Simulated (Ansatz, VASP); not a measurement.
# Two plane-wave programs on HfB2

Contents of INCAR:

```
  PREC = Accurate
  ENCUT = 500
  EDIFF = 1E-7
  ISMEAR = 0
  SIGMA = 0.1
  LREAL = False
  LASPH = True
  NELM = 120
  ALGO = Normal
  ISIF = 3
  LWAVE = False
  LCHARG = False
  GGA = CA
  IBRION = 2
  NSW = 100
  EDIFFG = -0.002
  GGA_COMPAT = False
  NELMIN = 4
```

KPOINTS

```
regular mesh
0
Gamma
  15 15 10
```

POSCAR

```
HfB2
1.0
    3.1053837976      0.0000000000      0.0000000000
   -1.5526918988      2.6893412573      0.0000000000
    0.0000000000      0.0000000000      3.4179528884
Hf B
1 2
Direct
    0.0000000000      0.0000000000      0.0000000000
    0.3333333333      0.6666666667      0.5000000000
    0.6666666667      0.3333333333      0.5000000000
```

Input for Ansatz:

```yaml
crystal:
  lattice:
    - [3.1053837976, 0.0, 0.0]
    - [-1.5526918988, 2.6893412573, 0.0]
    - [0.0, 0.0, 3.4179528884]
  atoms:
    - { symbol: Hf, position: [0.0, 0.0, 0.0] }
    - { symbol: B, position: [0.3333333333, 0.6666666667, 0.5] }
    - { symbol: B, position: [0.6666666667, 0.3333333333, 0.5] }
basis:
  ecutwfc: 600.0
kpoints:
  mp_grid: { grid: [15, 15, 10] }
hamiltonian:
  xc: lda
  pseudopotentials: { kind: paw, azcp: { folder: soft_1 } }
scf:
  occupations: { method: gaussian, width: 0.1 }
output:
  forces: true
  stress: true
  eigenvalues: true
  write_density: true
  write_potential: true
  elf: true
  volumetric_format: npy
relax:
  adjacent_minimum: "off"
  f_tol: 0.002
  max_steps: 80
  cell: { stress_tol: 0.02 }
```

Alike in both runs: task relaxation of cell and atoms; functional LDA; k mesh 15 × 15 × 10; occupations gaussian, width 0.1 eV; no spin polarisation.

|  | VASP | Ansatz |
| --- | --- | --- |
| version | VASP 6.6.1 | Ansatz 0.2.0 |
| potentials or method | VASP PAW LDA potentials, release 64 (Hf_pv, B), cutoff 500 eV | scalar-relativistic, plane waves, PAW |
| valence electrons in the cell | 16 | 32 |

VASP gave:

| Quantity | Value |
| --- | --- |
| gap on the k mesh at the Fermi level, each at its own relaxed structure (eV) | none |
| relaxed volume (Å³/atom) | 9.54 |
| relaxed cell length with the largest relative difference (Å) | 3.427 |

Which values does Ansatz return?

gap on the k mesh at the Fermi level, each at its own relaxed structure (eV): none; relaxed volume (Å³/atom): 9.51; relaxed cell length with the largest relative difference (Å): 3.420.

Ansatz warns that its potentials were made for another functional, while VASP's fit it. LDA's correlation is that of Perdew and Zunger in VASP and of Perdew and Wang (1992) in Ansatz. A gap of «none» marks a metal or a gap that the smearing closes. VASP's potentials hold 16 valence electrons a cell and Ansatz's 32, so a difference there can come from the potentials and not from the codes.

Neither program's run includes spin-orbit coupling.
